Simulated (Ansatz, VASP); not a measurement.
# One calculation of NaH, two programs

```
Na H
1.0
     3.02900    0.00000    0.00000
     0.00000    3.02900    0.00000
     0.00000    0.00000    2.95512
Na H
1 1
Direct
  0.00000 0.00000 0.00000
  0.50000 0.50000 0.50000
```

Change from the starting cell: strain +0.025 along x and y, +0.000 along z, atoms carried along.

Alike in both runs: task single point; functional PBE; k mesh 10 × 10 × 10; occupations gaussian, width 0.05 eV; no spin polarisation.

|  | VASP | Ansatz |
| --- | --- | --- |
| version | VASP 6.6.1 | Ansatz 0.2.0 |
| potentials or method | VASP PAW PBE potentials, release 64 (Na_pv, H), cutoff 520 eV | scalar-relativistic, plane waves, PAW |
| valence electrons in the cell | 8 | 10 |

|  | VASP | Ansatz | Ansatz less VASP |
| --- | --- | --- | --- |
| gap on the k mesh at the Fermi level (eV) | 0.95 | 0.95 | +0.003 |
| least direct gap on the mesh (eV) | 4.27 | 4.27 | +0.004 |
| pressure (GPa) | -0.9 | -0.9 | +0.04 |
| traceless stress, the component that is largest in VASP (GPa) | 1.74 | 1.74 | +0.002 |

VASP's potentials hold 8 valence electrons a cell and Ansatz's 10, so a difference there can come from the potentials and not from the codes.
